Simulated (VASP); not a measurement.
# HgPt (P4/mmm) in VASP: a series of runs

HgPt is run at these levels: LDA; tasks: single point.

Program: VASP 6.6.1. These are calculated values, not measurements. Logs are shortened: lines on timing, memory, paths and dates and some standing lists are left out, and cuts for length are marked.

### 1 The cell of the first run

It takes space group P4/mmm (No. 123, tetragonal). Conventional cell: a = 3.001 Å, b = 3.001 Å, c = 3.825 Å, α = 90.00°, β = 90.00°, γ = 90.00°. Hg (site symmetry 4/mmm) has 8 Pt at 2.86 Å and 6 Hg at 3.00 to 3.83 Å within 3.9 Å. Pt (site symmetry 4/mmm) has 8 Hg at 2.86 Å and 6 Pt at 3.00 to 3.83 Å within 3.9 Å.

### 2 Single point, LDA (equal xx and yy strain of +1 %)

Input file INCAR:

```
SYSTEM = HgPt
  PREC = Accurate
  ENCUT = 520
  EDIFF = 1E-6
  ISMEAR = -1
  SIGMA = 0.03
  LREAL = .FALSE.
  LASPH = .TRUE.
  NELM = 80
  ALGO = Normal
  ISIF = 2
  LWAVE = .FALSE.
  LCHARG = .TRUE.
  GGA = CA
  LELF = .TRUE.
  LVHAR = .TRUE.
  NBANDS = 18
```

Input file KPOINTS:

```
Automatic mesh
0
G
  12 12 10
  0 0 0
```

Input file POSCAR:

```
HgPt
1.0
    3.0007100000      0.0000000000      0.0000000000
    0.0000000000      3.0007100000      0.0000000000
    0.0000000000      0.0000000000      3.8250000000
Hg Pt
1 1
Direct
    0.0000000000      0.0000000000      0.0000000000
    0.5000000000      0.5000000000      0.5000000000
```

Potentials or basis: VASP PAW LDA potentials, release 64 (Hg, Pt).

Run with:

```bash
cat potpaw_LDA.64/Hg/POTCAR potpaw_LDA.64/Pt/POTCAR > POTCAR
mpirun -np 1 vasp_std > vasp.out
```

OUTCAR:

```text
SYSTEM = HgPt
   PREC = Accurate
   ENCUT = 520
   EDIFF = 1E-6
   ISMEAR = -1
   LREAL = .FALSE.
   LASPH = .TRUE.
   NELM = 80
   ISIF = 2
   GGA = CA

 ion  position               nearest neighbor table
   1  0.000  0.000  0.000-   2 2.86   2 2.86   2 2.86   2 2.86   2 2.86   2 2.86   2 2.86   2 2.86

   2  0.500  0.500  0.500-   1 2.86   1 2.86   1 2.86   1 2.86   1 2.86   1 2.86   1 2.86   1 2.86

  LATTYP: Found a simple tetragonal cell.
 ALAT       =     3.0007100000
 C/A-ratio  =     1.2746983214

  Lattice vectors:

 A1 = (   3.0007100000,   0.0000000000,   0.0000000000)
 A2 = (   0.0000000000,   3.0007100000,   0.0000000000)
 A3 = (   0.0000000000,   0.0000000000,   3.8250000000)

Analysis of symmetry for initial positions (statically):
=====================================================================
 Subroutine PRICEL returns:
 Original cell was already a primitive cell.

 Routine SETGRP: Setting up the symmetry group for a
 simple tetragonal supercell.

 Subroutine GETGRP returns: Found 16 space group operations
 (whereof 16 operations were pure point group operations)
 out of a pool of 16 trial point group operations.

The static configuration has the point symmetry D_4h.

Analysis of symmetry for dynamics (positions and initial velocities):
=====================================================================
 Subroutine PRICEL returns:
 Original cell was already a primitive cell.

 Routine SETGRP: Setting up the symmetry group for a
 simple tetragonal supercell.

 Subroutine GETGRP returns: Found 16 space group operations
 (whereof 16 operations were pure point group operations)
 out of a pool of 16 trial point group operations.

The dynamic configuration has the point symmetry D_4h.

 Subroutine INISYM returns: Found 16 space group operations
 (whereof 16 operations are pure point group operations),
 and found     1 'primitive' translations

----------------------------------------------------------------------------------------

                                     Primitive cell

  volume of cell :      34.4413

  direct lattice vectors                    reciprocal lattice vectors
     3.000710000  0.000000000  0.000000000     0.333254463  0.000000000  0.000000000
     0.000000000  3.000710000  0.000000000     0.000000000  0.333254463  0.000000000
     0.000000000  0.000000000  3.825000000     0.000000000  0.000000000  0.261437908

  length of vectors
     3.000710000  3.000710000  3.825000000     0.333254463  0.333254463  0.261437908

  position of ions in fractional coordinates (direct lattice)
     0.000000000  0.000000000  0.000000000
     0.500000000  0.500000000  0.500000000

  ion indices of the primitive-cell ions
   primitive index   ion index
                 1           1
                 2           2

----------------------------------------------------------------------------------------

 KPOINTS: Automatic mesh

Automatic generation of k-mesh.
 Grid dimensions read from file:
 generate k-points for:   12   12   10

 Generating k-lattice:

  Cartesian coordinates                     Fractional coordinates (reciprocal lattice)
     0.027771205  0.000000000  0.000000000     0.083333333  0.000000000  0.000000000
     0.000000000  0.027771205  0.000000000     0.000000000  0.083333333  0.000000000
     0.000000000  0.000000000  0.026143791     0.000000000  0.000000000  0.100000000

  Length of vectors
     0.027771205  0.027771205  0.026143791

  Shift w.r.t. Gamma in fractional coordinates (k-lattice)
     0.000000000  0.000000000  0.000000000

 Subroutine IBZKPT returns following result:
 ===========================================

 Found    168 irreducible k-points:

 Following reciprocal coordinates:
            Coordinates               Weight
  0.000000  0.000000  0.000000      1.000000
  0.083333  0.000000  0.000000      4.000000
  0.166667  0.000000  0.000000      4.000000
  0.250000  0.000000  0.000000      4.000000
  0.333333  0.000000  0.000000      4.000000
  0.416667  0.000000  0.000000      4.000000
[... 16 lines left out ...]
  0.333333  0.333333  0.000000      4.000000
  0.416667  0.333333  0.000000      8.000000
 [... further k-points ...]
   k-points           NKPTS =    168   k-points in BZ     NKDIM =    168   number of bands    NBANDS=     18
   number of dos      NEDOS =    301   number of ions     NIONS =      2
   total plane-waves  NPLWV =  16128
   dimension x,y,z NGX =    24 NGY =   24 NGZ =   28
   dimension x,y,z NGXF=    48 NGYF=   48 NGZF=   56
   ions per type =               1   1
   NGX,Y,Z   is equivalent  to a cutoff of  13.30, 13.30, 12.17 a.u.
   NGXF,Y,Z  is equivalent  to a cutoff of  26.59, 26.59, 24.34 a.u.
 SYSTEM =  HgPt
   PREC   = accura    normal or accurate (medium, high low for compatibility)
   ISTART =      0    job   : 0-new  1-cont  2-samecut
   ICHARG =      2    charge: 1-file 2-atom 10-const
   ISPIN  =      1    spin polarized calculation?
[... 87 lines left out ...]
      2      -1.3794      2.00000
      3      -1.1047      2.00000
      4      -0.1486      2.00000
      5       0.1280      2.00000
      6       0.4748      2.00000
[... 10 lines left out ...]
     17      22.5302      0.00000
     18      23.7550      0.00000

 k-point     4 :       0.2500    0.0000    0.0000
  band No.  band energies     occupation
      1      -2.2070      2.00000
      2      -1.1620      2.00000
      3      -0.7090      2.00000
      4      -0.3246      2.00000
      5       0.2260      2.00000
      6       0.3119      2.00000
[... 10 lines left out ...]
     17      22.3139      0.00000
     18      23.4519      0.00000

 k-point     5 :       0.3333    0.0000    0.0000
  band No.  band energies     occupation
      1      -1.6082      2.00000
      2      -0.8348      2.00000
      3      -0.4942      2.00000
      4      -0.1457      2.00000
      5       0.1543      2.00000
      6       0.3291      2.00000
[... 10 lines left out ...]
     17      21.1407      0.00000
     18      22.9802      0.00000

 k-point     6 :       0.4167    0.0000    0.0000
  band No.  band energies     occupation
      1      -1.3004      2.00000
      2      -0.6147      2.00000
      3      -0.4843      2.00000
      4       0.0422      2.00000
      5       0.4081      2.00000
      6       0.6375      2.00000
[... 10 lines left out ...]
     17      21.1810      0.00000
     18      22.4441      0.00000

 k-point     7 :       0.5000    0.0000    0.0000
  band No.  band energies     occupation
      1      -1.2165      2.00000
      2      -0.6580      2.00000
      3      -0.3486      2.00000
      4       0.0018      2.00000
      5       0.4378      2.00000
      6       1.1554      2.00000
[... 10 lines left out ...]
     17      22.2178      0.00000
     18      22.9667      0.00000

 k-point     8 :       0.0833    0.0833    0.0000
  band No.  band energies     occupation
      1      -3.1187      2.00000
      2      -1.4604      2.00000
      3      -1.2796      2.00000
      4      -0.0516      2.00000
      5       0.0612      2.00000
      6       0.5498      2.00000
[... 10 lines left out ...]
     17      23.6176      0.00000
     18      24.4370      0.00000
[... 229 lines left out ...]
     17      21.5938      0.00000
     18      22.0360      0.00000

 k-point    20 :       0.3333    0.2500    0.0000
  band No.  band energies     occupation
      1      -1.1955      2.00000
      2      -0.7578      2.00000
      3      -0.6838      2.00000
      4      -0.4050      2.00000
      5      -0.1412      2.00000
      6       1.0144      2.00000
[... 10 lines left out ...]
     17      20.3021      0.00000
     18      20.6284      0.00000

 k-point    21 :       0.4167    0.2500    0.0000
  band No.  band energies     occupation
      1      -1.1937      2.00000
      2      -0.8848      2.00000
      3      -0.6447      2.00000
      4      -0.5157      2.00000
      5      -0.0188      2.00000
      6       2.0845      2.00000
[... 10 lines left out ...]
     17      19.1001      0.00000
     18      19.3249      0.00000

 k-point    22 :       0.5000    0.2500    0.0000
  band No.  band energies     occupation
      1      -1.2078      2.00000
      2      -0.9323      2.00000
      3      -0.6280      2.00000
      4      -0.5535      2.00000
      5       0.0196      2.00000
      6       3.0520      2.00000
[... 10 lines left out ...]
     17      17.8776      0.00000
     18      18.8569      0.00000

 k-point    23 :       0.3333    0.3333    0.0000
  band No.  band energies     occupation
      1      -1.3665      2.00000
      2      -0.8987      2.00000
      3      -0.7236      2.00000
      4      -0.6797      2.00000
      5       0.3635      2.00000
      6       1.6936      2.00000
[... 10 lines left out ...]
     17      19.2820      0.00000
     18      19.7797      0.00000

 k-point    24 :       0.4167    0.3333    0.0000
  band No.  band energies     occupation
      1      -1.5096      2.00000
      2      -1.0163      2.00000
      3      -0.8449      2.00000
      4      -0.7535      2.00000
      5       0.6403      2.00000
      6       2.5668      2.00000
[... 10 lines left out ...]
     17      18.4470      0.00000
     18      18.7783      0.00000

 [... further k-points ...]
[... 5 lines left out ...]
  --------------------------------------------------------------------------------------
  -------------------------------------------------------------------------------------
  Total       -0.7813044     -0.7813044     -0.5638805      0.0000000     -0.0000000      0.0000000
  in kB      -36.3455608    -36.3455608    -26.2311987      0.0000000     -0.0000000      0.0000000
  external PRESSURE =     -32.9741068 kB  Pullay stress =       0.0000000 kB

 VOLUME and BASIS-vectors are now :
 -----------------------------------------------------------------------------
  energy-cutoff  :      520.00
  volume of cell :       34.44
      direct lattice vectors                 reciprocal lattice vectors
     3.000710000  0.000000000  0.000000000     0.333254463  0.000000000  0.000000000
     0.000000000  3.000710000  0.000000000     0.000000000  0.333254463  0.000000000
     0.000000000  0.000000000  3.825000000     0.000000000  0.000000000  0.261437908

 POSITION                                       TOTAL-FORCE (eV/Angst)
 -----------------------------------------------------------------------------------
      0.00000      0.00000      0.00000         0.000000      0.000000      0.000000
      1.50036      1.50036      1.91250         0.000000      0.000000      0.000000
 -----------------------------------------------------------------------------------
    total drift:                                0.000000      0.000000     -0.000000

  FREE ENERGIE OF THE ION-ELECTRON SYSTEM (eV)
  ---------------------------------------------------
  free  energy   TOTEN  =        -8.5256022688 eV

  energy  without entropy=       -8.5240636883  energy(sigma->0) =       -8.52483298
```

Wall time 51 s (1 thread of Oxide Virtual Turin-like, shared host); peak memory 0.18 GiB.

What came out:

```
Free energy            : -8.5256 eV
Pressure               : -3.3 GPa
Band gap on the k mesh : zero (bands 11 and 12 overlap by 3.57 eV)
```

Levels at points of the mesh, in eV from the Fermi level:
| k point | band 8 | band 9 | band 10 | band 11 | band 12 | band 13 | band 14 | band 15 |
| --- | --- | --- | --- | --- | --- | --- | --- | --- |
| (0.00, 0.00, 0.00) | -2.93 | -1.18 | -1.18 | -0.91 | 1.71 | 6.71 | 8.20 | 8.20 |
| (0.50, 0.00, 0.00) | -3.77 | -3.58 | -2.37 | -1.71 | 0.70 | 8.84 | 9.89 | 10.22 |
| (0.50, 0.50, 0.00) | -1.51 | -1.48 | -0.18 | -0.18 | -0.10 | 3.89 | 5.05 | 9.36 |
| (0.00, 0.00, 0.50) | -4.30 | -2.24 | -2.23 | -2.23 | -1.09 | 13.43 | 13.43 | 14.00 |
| (0.50, 0.00, 0.50) | -1.80 | -1.52 | -1.17 | -1.17 | -1.05 | 2.60 | 3.01 | 13.38 |
| (0.50, 0.50, 0.50) | -4.39 | -1.60 | -0.09 | 1.50 | 4.90 | 5.93 | 5.93 | 6.05 |

Caveat: the cell differs from its parent crystal (equal xx and yy strain of +1 %); the cell stands under tension; spin-orbit coupling is left out, which moves the levels of the heavy elements.

### 3 Single point, LDA (17.56 Å³/atom)

This run uses another cell than the first one, of 17.56 Å³/atom.

Input file INCAR:

```
SYSTEM = HgPt
ALGO = Normal ; EDIFF = 1E-7
ENCUT = 520 ; GGA = CA
ISIF = 2 ; ISMEAR = -1
LASPH = .TRUE. ; LCHARG = .FALSE.
LREAL = .FALSE. ; LWAVE = .FALSE.
NBANDS = 18 ; NELM = 80
PREC = Accurate ; SIGMA = 0.03
```

Input file KPOINTS:

```
k-points
0
G
  12 12 10
  0 0 0
```

Input file POSCAR:

```
HgPt
1.0
    3.0100965888      0.0000000000      0.0000000000
    0.0000000000      3.0100965888      0.0000000000
    0.0000000000      0.0000000000      3.8753347196
Hg Pt
1 1
Direct
    0.0000000000      0.0000000000      0.0000000000
    0.5000000000      0.5000000000      0.5000000000
```

Potentials or basis: VASP PAW LDA potentials, release 64 (Hg, Pt).

Run with:

```bash
cat potpaw_LDA.64/Hg/POTCAR potpaw_LDA.64/Pt/POTCAR > POTCAR
mpirun -np 1 vasp_std > vasp.out
```

Wall time 83 s (1 thread of Oxide Virtual Turin-like, shared host); peak memory 0.19 GiB.

Results (log left out):

```
Free energy            : -8.5065 eV
Pressure               : -6.5 GPa
Band gap on the k mesh : zero (bands 11 and 12 overlap by 3.52 eV)
```

Stress tensor (GPa, compression positive):
```
-6.70  0.00  0.00
 0.00 -6.70  0.00
 0.00  0.00 -6.17
```

Levels at points of the mesh, in eV from the Fermi level:
```tsv
k point	band 7	band 8	band 9	band 10	band 11	band 12	band 13	band 14	band 15	band 16
(0.00, 0.00, 0.00)	-3.71	-2.88	-1.13	-1.13	-0.85	1.64	6.41	8.28	8.28	14.71
(0.50, 0.00, 0.00)	-3.79	-3.63	-3.50	-2.25	-1.62	0.75	8.62	9.63	10.00	10.48
(0.50, 0.50, 0.00)	-1.49	-1.49	-1.42	-0.05	-0.05	-0.04	3.79	5.02	9.23	10.08
(0.00, 0.00, 0.50)	-6.08	-4.16	-2.20	-2.11	-2.11	-1.00	13.30	13.30	13.97	13.97
(0.50, 0.00, 0.50)	-3.34	-1.71	-1.47	-1.13	-1.06	-1.02	2.49	2.96	13.45	13.74
(0.50, 0.50, 0.50)	-4.22	-4.22	-1.56	-0.03	1.52	4.90	5.88	5.88	5.94	5.94
```

Caveat: the cell stands under tension; spin-orbit coupling is left out, which moves the levels of the heavy elements.

### 4 Single point, LDA (equal xx and yy strain of +2 %)

Input file INCAR:

```
SYSTEM = HgPt
PREC = Accurate ; ENCUT = 520
EDIFF = 1E-6 ; ISMEAR = -1
SIGMA = 0.03 ; LREAL = .FALSE.
LASPH = .TRUE. ; NELM = 60
ALGO = Normal ; ISIF = 2
LWAVE = .FALSE. ; LCHARG = .FALSE.
NBANDS = 18
```

Input file KPOINTS:

```
Automatic mesh
0
G
  12 12 10
  0 0 0
```

Input file POSCAR:

```
HgPt
1.0
    3.0304200000      0.0000000000      0.0000000000
    0.0000000000      3.0304200000      0.0000000000
    0.0000000000      0.0000000000      3.8250000000
Hg Pt
1 1
Direct
    0.0000000000      0.0000000000      0.0000000000
    0.5000000000      0.5000000000      0.5000000000
```

Run with:

```bash
cat potpaw_LDA.64/Hg/POTCAR potpaw_LDA.64/Pt/POTCAR > POTCAR
mpirun -np 1 vasp_std > vasp.out
```

Wall time 79 s (1 thread of Oxide Virtual Turin-like, shared host); peak memory 0.19 GiB.

The run converged. Its results:

| Item | Value |
| --- | --- |
| Free energy | -8.5033 eV |
| Pressure | -6.5 GPa |
| Band gap on the k mesh | zero (bands 11 and 12 overlap by 3.42 eV) |

Stress tensor (GPa, compression positive):
```
-7.02  0.00  0.00
 0.00 -7.02  0.00
 0.00  0.00 -5.57
```

Levels at points of the mesh, in eV from the Fermi level:
| k point | band 8 | band 9 | band 10 | band 11 | band 12 | band 13 | band 14 | band 15 |
| --- | --- | --- | --- | --- | --- | --- | --- | --- |
| (0.00, 0.00, 0.00) | -2.87 | -1.19 | -1.19 | -0.95 | 1.85 | 6.64 | 8.01 | 8.01 |
| (0.50, 0.00, 0.00) | -3.67 | -3.64 | -2.35 | -1.71 | 0.60 | 8.83 | 9.85 | 10.15 |
| (0.50, 0.50, 0.00) | -1.51 | -1.51 | -0.19 | -0.19 | -0.18 | 3.69 | 4.79 | 9.34 |
| (0.00, 0.00, 0.50) | -4.18 | -2.22 | -2.22 | -2.14 | -1.13 | 13.20 | 13.20 | 13.76 |
| (0.50, 0.00, 0.50) | -1.71 | -1.51 | -1.19 | -1.12 | -1.06 | 2.50 | 2.87 | 13.29 |
| (0.50, 0.50, 0.50) | -4.29 | -1.56 | -0.17 | 1.35 | 4.68 | 5.83 | 5.83 | 5.99 |

Caveat: the cell differs from its parent crystal (equal xx and yy strain of +2 %); the cell stands under tension; spin-orbit coupling is left out, which moves the levels of the heavy elements.

### 5 Single point, LDA (17.89 Å³/atom)

This run uses another cell than the first one, of 17.89 Å³/atom.

Input file INCAR:

```
SYSTEM = HgPt
PREC = Accurate
ENCUT = 520
EDIFF = 1E-6
ISMEAR = -1
SIGMA = 0.03
LREAL = .FALSE.
LASPH = .TRUE.
NELM = 100
ALGO = Normal
ISIF = 2
LWAVE = .FALSE.
LCHARG = .FALSE.
NBANDS = 18
```

KPOINTS is that of step 4.

Input file POSCAR:

```
HgPt
1.0
    3.0292696954      0.0000000000      0.0000000000
    0.0000000000      3.0292696954      0.0000000000
    0.0000000000      0.0000000000      3.9000190458
Hg Pt
1 1
Direct
    0.0000000000      0.0000000000      0.0000000000
    0.5000000000      0.5000000000      0.5000000000
```

Run with:

```bash
cat potpaw_LDA.64/Hg/POTCAR potpaw_LDA.64/Pt/POTCAR > POTCAR
mpirun -np 1 vasp_std > vasp.out
```

Wall time 74 s (1 thread of Oxide Virtual Turin-like, shared host); peak memory 0.19 GiB.

It converged, with:

* Free energy: -8.4736 eV
* Pressure: -9.3 GPa
* Band gap on the k mesh: zero (bands 11 and 12 overlap by 3.41 eV)

Stress tensor (GPa, compression positive):
```
-9.48  0.00  0.00
 0.00 -9.48  0.00
 0.00  0.00 -8.99
```

Levels at points of the mesh, in eV from the Fermi level:
```
           k point  band 9  band 10  band 11  band 12  band 13  band 14
(0.00, 0.00, 0.00)   -1.12    -1.12    -0.83     1.67     6.23     8.22
(0.50, 0.00, 0.00)   -3.49    -2.19    -1.58     0.73     8.51     9.49
(0.50, 0.50, 0.00)   -1.40    -0.05     0.01     0.01     3.65     4.89
(0.00, 0.00, 0.50)   -2.14    -2.05    -2.05    -0.98    13.12    13.12
(0.50, 0.00, 0.50)   -1.45    -1.11    -1.01    -0.98     2.39     2.86
(0.50, 0.50, 0.50)   -1.52    -0.04     1.44     4.79     5.82     5.82
```

Caveat: the cell stands under tension; spin-orbit coupling is left out, which moves the levels of the heavy elements.

### 6 Overview

```csv
cell,gap on the mesh (eV),pressure (GPa)
"a = 3.001, b = 3.001, c = 3.825 Å, 2 atoms",none,-3.3
"a = 3.010, b = 3.010, c = 3.875 Å, 2 atoms",none,-6.5
"a = 3.030, b = 3.030, c = 3.825 Å, 2 atoms",none,-6.5
"a = 3.029, b = 3.029, c = 3.900 Å, 2 atoms",none,-9.3
```

Alike in all rows: task single point; level LDA; potentials or basis VASP PAW LDA potentials, release 64 (Hg, Pt); no spin polarisation; k mesh 12 × 12 × 10; cutoff (eV) 520; smearing fermi-dirac 0.03 eV.

Caveats: the cell stands under tension; spin-orbit coupling is left out, which moves the levels of the heavy elements.

Absolute energies hang on the potentials; compare differences alone.
